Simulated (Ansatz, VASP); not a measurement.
## HfN in VASP and in Ansatz

```
Hf N
1.0
     2.82503    0.00000    0.00000
     0.00000    2.82503    0.00000
     0.00000    0.00000    2.82503
Hf N
1 1
Direct
  0.50000 0.50000 0.50000
  0.00000 0.00000 0.00000
```

Alike in both runs: functional r2SCAN; k mesh 9 × 9 × 9; occupations fermi-dirac, width 0.05 eV; no spin polarisation.

```csv
,VASP,Ansatz
version,VASP 6.6.1,Ansatz 0.2.0
potentials or method,"VASP PAW PBE potentials, release 64 (Hf_pv, N)",Ansatz PAW
plane-wave cutoff (eV),520,500
valence electrons in the cell,15,31
task,single point,projected density of states
```

```csv
,VASP,Ansatz,Ansatz less VASP
gap on the k mesh at the Fermi level (eV),none,none,-
pressure (GPa),-7.9,-5.3,+2.65
```

VASP's potentials were made for PBE, not for r2SCAN. A gap of «none» marks a metal or a gap that the smearing closes. VASP's potentials hold 15 valence electrons a cell and Ansatz's 31, so a difference there can come from the potentials and not from the codes.

Neither program's run includes spin-orbit coupling.
